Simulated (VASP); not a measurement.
Write the native input for VASP 6.6.1 that does the following.

- Task: single point
- Functional: LDA
- Potentials or basis: VASP PAW LDA potentials, release 64 (V_sv, H)
- Cutoff: 520 eV
- k mesh: 8 × 8 × 8
- Occupations: gaussian, width 0.02 eV
- Spin: collinear spin, ferromagnetic start
- Starting moments: [1.5, 0.0, 0.0] μB
- Dipole correction: no
- Further INCAR settings: ALGO = Normal; EDIFF = 1e-06; NBANDS = 18

The structure of VH2 lies in POSCAR:

```
VH2
1.0
    0.0000000000      2.0672201305      2.0672201305
    2.0672201305      0.0000000000      2.0672201305
    2.0672201305      2.0672201305      0.0000000000
V H
1 2
Direct
    0.0000000000      0.0000000000      0.0000000000
    0.2500000000      0.2500000000      0.2500000000
    0.7500000000      0.7500000000      0.7500000000
```

These files were run (other wordings do the same):

INCAR

```
ALGO = Normal
EDIFF = 1E-6
ENCUT = 520
GGA = CA
ISIF = 2
ISMEAR = 0
ISPIN = 2
LASPH = True
LCHARG = False
LMAXMIX = 4
LORBIT = 11
LREAL = False
LWAVE = False
MAGMOM = 1.5 0 0
NBANDS = 18
NELM = 150
PREC = Accurate
SIGMA = 0.02
```

KPOINTS

```
k-points
0
Gamma
  8 8 8
```

Potentials or basis: VASP PAW LDA potentials, release 64 (V_sv, H).

The run is started by

```bash
$ cat potpaw_LDA.64/V_sv/POTCAR potpaw_LDA.64/H/POTCAR > POTCAR
$ mpirun -np 1 vasp_std > vasp.out
```

Results of the run:

```yaml
Pressure: 0.4 GPa
Net_moment: 0.00 μB per cell
Valence_electrons_inside_the_program's_atomic_spheres: V 11.77; H 0.61
```

Wall time 6.3 s on 1 thread of Intel(R) Xeon(R) 6975P-C (Granite Rapids), with other jobs on the host, peak memory 0.14 GiB.
